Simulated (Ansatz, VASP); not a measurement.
# CuF: VASP beside Ansatz

The input POSCAR:

```
CuF
1.0
    2.8173991639      0.0000000000      0.0000000000
   -1.4086995819      2.4399392486      0.0000000000
    0.0000000000      0.0000000000      6.7876726780
Cu F
2 2
Direct
    0.3333333333      0.6666666667      0.0459865600
    0.6666666667      0.3333333333      0.5459865600
    0.3333333333      0.6666666667      0.3290134400
    0.6666666667      0.3333333333      0.8290134400
```

File INCAR.step1:

```
SYSTEM = CuF
PREC = Accurate ; ENCUT = 520
ISMEAR = -1 ; SIGMA = 0.02
LREAL = .False. ; LASPH = .True.
NELM = 60 ; NBANDS = 26
GGA = PE ; ALGO = Normal
EDIFF = 1E-4 ; LWAVE = .True.
LCHARG = .False.
```

File INCAR.step2:

```
SYSTEM = CuF
PREC = Accurate ; ENCUT = 520
EDIFF = 1E-6 ; ISMEAR = -1
SIGMA = 0.02 ; LREAL = .False.
LASPH = .True. ; NELM = 60
ALGO = Normal ; ISIF = 2
LWAVE = .False. ; LCHARG = .False.
METAGGA = R2SCAN ; LMIXTAU = .True.
NBANDS = 26 ; ISTART = 1
```

File KPOINTS:

```
Automatic mesh
0
Gamma
  9 9 4
  0 0 0
```

Input for Ansatz:

```yaml
crystal:
  lattice:
    - [2.8173991639, 0.0, 0.0]
    - [-1.4086995819, 2.4399392486, 0.0]
    - [0.0, 0.0, 6.787672678]
  atoms:
    - { symbol: Cu, position: [0.3333333333, 0.6666666667, 0.04598656] }
    - { symbol: Cu, position: [0.6666666667, 0.3333333333, 0.54598656] }
    - { symbol: F, position: [0.3333333333, 0.6666666667, 0.32901344] }
    - { symbol: F, position: [0.6666666667, 0.3333333333, 0.82901344] }
kpoints:
  mp_grid: { grid: [9, 9, 4] }
hamiltonian:
  xc: r2scan
scf:
  occupations: { method: fermi_dirac, width: 0.02 }
  n_extra_bands: 5
output:
  forces: true
  stress: true
  eigenvalues: true
```

Alike in both runs: task single point; functional r2SCAN; k mesh 9 × 9 × 4; occupations fermi-dirac, width 0.02 eV; no spin polarisation.

|  | VASP | Ansatz |
| --- | --- | --- |
| version | VASP 6.6.1 | Ansatz 0.2.0 |
| potentials or method | VASP PAW PBE potentials, release 64 (Cu, F) | plane waves, PAW |
| plane-wave cutoff (eV) | 520 | 500 |
| valence electrons in the cell | 36 | 52 |

```tsv
	VASP	Ansatz	Ansatz less VASP
pressure (GPa)	-2.6	-3.0	-0.43
traceless stress, the component that is largest in VASP (GPa)	-1.34	-2.07	-0.726
rms of the force components (eV/Å)	0.004	0.016	+0.0118
```

VASP's potentials were made for PBE, not for r2SCAN. Atom by atom the forces differ by 0.020 eV/Å (rms over components). The functional is the same, so the differences come from potentials, cutoffs and numerics. VASP's potentials hold 36 valence electrons a cell and Ansatz's 52, so a difference there can come from the potentials and not from the codes.
